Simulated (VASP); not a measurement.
# BaSr3 (Fm-3m) in VASP: a series of runs, part 2 of 2

VASP 6.6.1. Earlier steps stand in the parts before.

### 3 Single point, LDA

The input, INCAR:

```
ALGO = Normal ; EDIFF = 1E-6
ENCUT = 520 ; GGA = CA
ISIF = 2 ; ISMEAR = -1
LASPH = True ; LCHARG = False
LREAL = False ; LWAVE = False
NBANDS = 28 ; NELM = 60
PREC = Accurate ; SIGMA = 0.1
```

The input, KPOINTS:

```
k-points
0
Gamma
  4 4 4
```

The input, POSCAR:

```
BaSr3
1.0
    0.0000000000      4.8750287800      4.8750287800
    4.8750287800      0.0000000000      4.8750287800
    4.8750287800      4.8750287800      0.0000000000
Ba Sr
1 3
Direct
    0.0000000000      0.0000000000      0.0000000000
    0.2500000000      0.2500000000      0.2500000000
    0.7500000000      0.7500000000      0.7500000000
    0.5000000000      0.5000000000      0.5000000000
```

Potentials or basis: VASP PAW LDA potentials, release 64 (Ba_sv, Sr_sv).

The run is started by

```sh
$ cat potpaw_LDA.64/Ba_sv/POTCAR potpaw_LDA.64/Sr_sv/POTCAR > POTCAR
$ mpirun -np 1 vasp_std > vasp.out
```

OUTCAR:

```text
EDIFF = 1E-6
   ENCUT = 520
   GGA = CA
   ISIF = 2
   ISMEAR = -1
   LASPH = True
   LREAL = False
   NELM = 60
   PREC = Accurate

 ion  position               nearest neighbor table
   1  0.000  0.000  0.000-   3 4.22   3 4.22   3 4.22   2 4.22   3 4.22   2 4.22   2 4.22   2 4.22
                             4 4.88   4 4.88   4 4.88   4 4.88   4 4.88   4 4.88
   2  0.250  0.250  0.250-   1 4.22   1 4.22   1 4.22   1 4.22   4 4.22   4 4.22   4 4.22   4 4.22
                             3 4.88   3 4.88   3 4.88   3 4.88   3 4.88   3 4.88
   3  0.750  0.750  0.750-   4 4.22   4 4.22   4 4.22   1 4.22   4 4.22   1 4.22   1 4.22   1 4.22
                             2 4.88   2 4.88   2 4.88   2 4.88   2 4.88   2 4.88
   4  0.500  0.500  0.500-   2 4.22   2 4.22   2 4.22   2 4.22   3 4.22   3 4.22   3 4.22   3 4.22
                             1 4.88   1 4.88   1 4.88   1 4.88   1 4.88   1 4.88

  LATTYP: Found a face centered cubic cell.
 ALAT       =     9.7500575600

  Lattice vectors:

 A1 = (   0.0000000000,   4.8750287800,   4.8750287800)
 A2 = (   4.8750287800,   0.0000000000,   4.8750287800)
 A3 = (   4.8750287800,   4.8750287800,   0.0000000000)

Analysis of symmetry for initial positions (statically):
=====================================================================
 Subroutine PRICEL returns:
 Original cell was already a primitive cell.

 Routine SETGRP: Setting up the symmetry group for a
 face centered cubic supercell.

 Subroutine GETGRP returns: Found 48 space group operations
 (whereof 48 operations were pure point group operations)
 out of a pool of 48 trial point group operations.

The static configuration has the point symmetry O_h .

Analysis of symmetry for dynamics (positions and initial velocities):
=====================================================================
 Subroutine PRICEL returns:
 Original cell was already a primitive cell.

 Routine SETGRP: Setting up the symmetry group for a
 face centered cubic supercell.

 Subroutine GETGRP returns: Found 48 space group operations
 (whereof 48 operations were pure point group operations)
 out of a pool of 48 trial point group operations.

The dynamic configuration has the point symmetry O_h .

 Subroutine INISYM returns: Found 48 space group operations
 (whereof 48 operations are pure point group operations),
 and found     1 'primitive' translations

----------------------------------------------------------------------------------------

                                     Primitive cell

  volume of cell :     231.7189

  direct lattice vectors                    reciprocal lattice vectors
     0.000000000  4.875028780  4.875028780    -0.102563497  0.102563497  0.102563497
     4.875028780  0.000000000  4.875028780     0.102563497 -0.102563497  0.102563497
     4.875028780  4.875028780  0.000000000     0.102563497  0.102563497 -0.102563497

  length of vectors
     6.894331818  6.894331818  6.894331818     0.177645188  0.177645188  0.177645188

  position of ions in fractional coordinates (direct lattice)
     0.000000000  0.000000000  0.000000000
     0.250000000  0.250000000  0.250000000
     0.750000000  0.750000000  0.750000000
     0.500000000  0.500000000  0.500000000

  ion indices of the primitive-cell ions
   primitive index   ion index
                 1           1
[... 27 lines left out ...]

 Found      8 irreducible k-points:

 Following reciprocal coordinates:
            Coordinates               Weight
  0.000000  0.000000  0.000000      1.000000
  0.250000  0.000000  0.000000      8.000000
  0.500000  0.000000  0.000000      4.000000
  0.250000  0.250000  0.000000      6.000000
  0.500000  0.250000  0.000000     24.000000
 -0.250000  0.250000  0.000000     12.000000
  0.500000  0.500000  0.000000      3.000000
 -0.250000  0.500000  0.250000      6.000000
   k-points           NKPTS =      8   k-points in BZ     NKDIM =      8   number of bands    NBANDS=     28
   number of dos      NEDOS =    301   number of ions     NIONS =      4
   total plane-waves  NPLWV = 157464
   dimension x,y,z NGX =    54 NGY =   54 NGZ =   54
   dimension x,y,z NGXF=   108 NGYF=  108 NGZF=  108
   ions per type =               1   3
   NGX,Y,Z   is equivalent  to a cutoff of  13.02, 13.02, 13.02 a.u.
   NGXF,Y,Z  is equivalent  to a cutoff of  26.04, 26.04, 26.04 a.u.
 SYSTEM =  unknown system
   PREC   = accura    normal or accurate (medium, high low for compatibility)
   ISTART =      0    job   : 0-new  1-cont  2-samecut
   ICHARG =      2    charge: 1-file 2-atom 10-const
   ISPIN  =      1    spin polarized calculation?
   LNONCOLLINEAR =      F non collinear calculations
   LSORBIT =      F    spin-orbit coupling
   LASPH  =      T    aspherical Exc in radial PAW
   ENCUT  =  520.0 eV  38.22 Ry    6.18 a.u.  12.82 12.82 12.82*2*pi/ulx,y,z
   NELM   =     60;   NELMIN=  2; NELMDL= -5     # of ELM steps
   EDIFF  = 0.1E-05   stopping-criterion for ELM
   LREAL  =      F    real-space projection
   EDIFFG = 0.1E-04   stopping-criterion for IOM
   NSW    =      0    number of steps for IOM
   IBRION =     -1    ionic relax: 0-MD 1-quasi-New 2-CG
   NFREE  =      0    steps in history (QN), initial steepest desc. (CG)
   ISIF   =      2    stress and relaxation
   ISYM   =      2    0-nonsym 1-usesym 2-fastsym
   POTIM  = 0.5000    time-step for ionic-motion
   TEBEG  =    0.0;   TEEND  =   0.0 temperature during run
   PSTRESS=    0.0 pullay stress
   NELECT =      40.0000    total number of electrons
   NUPDOWN=      -1.0000    fix difference up-down
   EMIN   =  10.00;   EMAX   =-10.00  energy-range for DOS
   EFERMI =   0.00;   METHOD = LEGACY
   ISMEAR =    -1;   SIGMA  =   0.10  broadening in eV -4-tet -1-fermi 0-gaus
   EFERMI_NEDOS =   21; number of points for ismear=-14 and -15
   IALGO  =     38    algorithm
   IMIX   =      4    mixing-type and parameters
     AMIX     =   0.40;   BMIX     =  1.00
     AMIX_MAG =   1.60;   BMIX_MAG =  1.00
  volume/ion in A,a.u.               =      57.93       390.93
  Fermi-wavevector in a.u.,A,eV,Ry     =   0.911537  1.722555 11.305077  0.830900
  Thomas-Fermi vector in A             =   2.035828
   LORBIT       =      0    0 simple, 1 ext, 2 COOP (PROOUT), +10 PAW based schemes
   GGA     = CA    functional components
   LHFCALC =     F    Hartree Fock is set to
   AEXX    =    0.0000 exact exchange contribution
   IVDW    =     0    specifies the selected vdW correction
   LEPSILON=     F    determine dielectric tensor
   LRPA    =     F    only Hartree local field effects (RPA)
 non-spin polarized calculation
  energy-cutoff  :      520.00
  volume of cell :      231.72
 maximum number of plane-waves:      6259
 NGX is ok and might be reduce to    54
   NGX = 25   NGY = 25   NGZ = 25

 number of electron      39.9999999 magnetization

 Free energy of the ion-electron system (eV)
  ---------------------------------------------------
  ext. energy  EPLUGINS =         0.00000000
  ---------------------------------------------------
  free energy    TOTEN  =        -7.84081220 eV

  energy without entropy =       -7.64706311  energy(sigma->0) =       -7.74393766

 E-fermi :   1.3703     XC(G=0):  -7.5213

 val. band max:        1.3669943437   @ k =   0.5000   0.0000   0.0000
 cond. band min:       1.3822806840   @ k =  -0.2500   0.2500   0.0000
 fundamental gap:      0.0152863403
 Fermi energy:         1.3703435710

 k-point     1 :       0.0000    0.0000    0.0000
  band No.  band energies     occupation
      1     -35.1277      2.00000
      2     -35.1201      2.00000
      3     -35.1111      2.00000
      4     -27.4190      2.00000
      5     -17.2339      2.00000
      6     -17.2339      2.00000
[... 237 lines left out ...]
     27       2.7704      0.00000
     28       2.8468      0.00000

------------------------ aborting loop because EDIFF is reached ----------------------------------------

  FORCE on cell =-STRESS in cart. coord.  units (eV):
  Direction    XX          YY          ZZ          XY          YZ          ZX
  --------------------------------------------------------------------------------------
  -------------------------------------------------------------------------------------
  Total       -2.3247760     -2.3247760     -2.3247760     -0.0000000     -0.0000000      0.0000000
  in kB      -16.0742291    -16.0742291    -16.0742291     -0.0000000     -0.0000000      0.0000000
  external PRESSURE =     -16.0742291 kB  Pullay stress =       0.0000000 kB

 VOLUME and BASIS-vectors are now :
 -----------------------------------------------------------------------------
  energy-cutoff  :      520.00
  volume of cell :      231.72
      direct lattice vectors                 reciprocal lattice vectors
     0.000000000  4.875028780  4.875028780    -0.102563497  0.102563497  0.102563497
     4.875028780  0.000000000  4.875028780     0.102563497 -0.102563497  0.102563497
     4.875028780  4.875028780  0.000000000     0.102563497  0.102563497 -0.102563497

 POSITION                                       TOTAL-FORCE (eV/Angst)
 -----------------------------------------------------------------------------------
      0.00000      0.00000      0.00000         0.000000     -0.000000     -0.000000
      2.43751      2.43751      2.43751        -0.000000     -0.000000     -0.000000
      7.31254      7.31254      7.31254         0.000000      0.000000      0.000000
      4.87503      4.87503      4.87503         0.000000     -0.000000     -0.000000
 -----------------------------------------------------------------------------------
    total drift:                                0.000000      0.000000     -0.000000

  FREE ENERGIE OF THE ION-ELECTRON SYSTEM (eV)
  ---------------------------------------------------
  free  energy   TOTEN  =        -7.8408122048 eV

  energy  without entropy=       -7.6470631128  energy(sigma->0) =       -7.74393766
```

OSZICAR:

```text
N       E                     dE             d eps       ncg     rms          rms(c)
DAV:   1     0.275957177947E+03    0.27596E+03   -0.17951E+04   448   0.121E+03
DAV:   2     0.161432577127E+02   -0.25981E+03   -0.25580E+03   568   0.274E+02
DAV:   3    -0.643725935070E+01   -0.22581E+02   -0.22258E+02   712   0.622E+01
DAV:   4    -0.781688219412E+01   -0.13796E+01   -0.13736E+01   636   0.136E+01
DAV:   5    -0.789370735234E+01   -0.76825E-01   -0.76803E-01   632   0.250E+00    0.180E+01
DAV:   6    -0.785112952557E+01    0.42578E-01   -0.13234E-01   572   0.165E+00    0.105E+01
DAV:   7    -0.784112004377E+01    0.10009E-01   -0.13455E-01   688   0.194E+00    0.449E-01
DAV:   8    -0.784069052556E+01    0.42952E-03   -0.10332E-02   568   0.322E-01    0.227E-01
DAV:   9    -0.784079771625E+01   -0.10719E-03   -0.74155E-04   648   0.112E-01    0.106E-01
DAV:  10    -0.784081017143E+01   -0.12455E-04   -0.44829E-05   612   0.272E-02    0.160E-02
DAV:  11    -0.784081204013E+01   -0.18687E-05   -0.38755E-06   464   0.121E-02    0.493E-03
DAV:  12    -0.784081220485E+01   -0.16472E-06   -0.71466E-07   284   0.497E-03
   1 F= -.78408122E+01 E0= -.77439377E+01  d E =-.193749E+00
```

Wall time 72 s (1 thread of AMD EPYC 7R13 (Zen 3), shared host); peak memory 0.28 GiB.

What came out:

```yaml
Free_energy: -7.8408 eV
Pressure: -1.6 GPa
Band_gap_on_the_k_mesh: zero (band 20 reaches 1.51 eV, above the bottom of band 21 at 1.38 eV)
```

Caveat: spin-orbit coupling is left out, which moves the levels of the heavy elements.
